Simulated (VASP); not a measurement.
Input of a VASP 6.6.1 run:

Contents of INCAR:

```
PREC = Accurate
ENCUT = 520
EDIFF = 1E-7
ISMEAR = 0
SIGMA = 0.1
LREAL = F
LASPH = T
NELM = 150
ALGO = Normal
ISIF = 2
LWAVE = F
LCHARG = T
ISPIN = 2
MAGMOM = 2.5 0
LORBIT = 11
LMAXMIX = 4
GGA = PS
LELF = T
LVHAR = T
NBANDS = 21
```

Contents of KPOINTS:

```
regular mesh
0
Gamma
  14 14 14
```

POSCAR

```
WSe
1.0
    0.0000000000      2.7923343792      2.7923343792
    2.7923343792      0.0000000000      2.7923343792
    2.7923343792      2.7923343792      0.0000000000
W Se
1 1
Direct
    0.0000000000      0.0000000000      0.0000000000
    0.2500000000      0.2500000000      0.2500000000
```

Potentials or basis: VASP PAW PBE potentials, release 64 (W_sv, Se).

Run with:

```sh
$ cat potpaw_PBE.64/W_sv/POTCAR potpaw_PBE.64/Se/POTCAR > POTCAR
$ mpirun -np 1 vasp_std > vasp.out
```

(1) What does it give for the pressure?

(2) Estimate the net moment.

Answers

(1) 0.4 GPa.

(2) 0.00 μB per cell.

Caveat: the PAW data sets were made with another functional, which shifts forces and pressure a little.
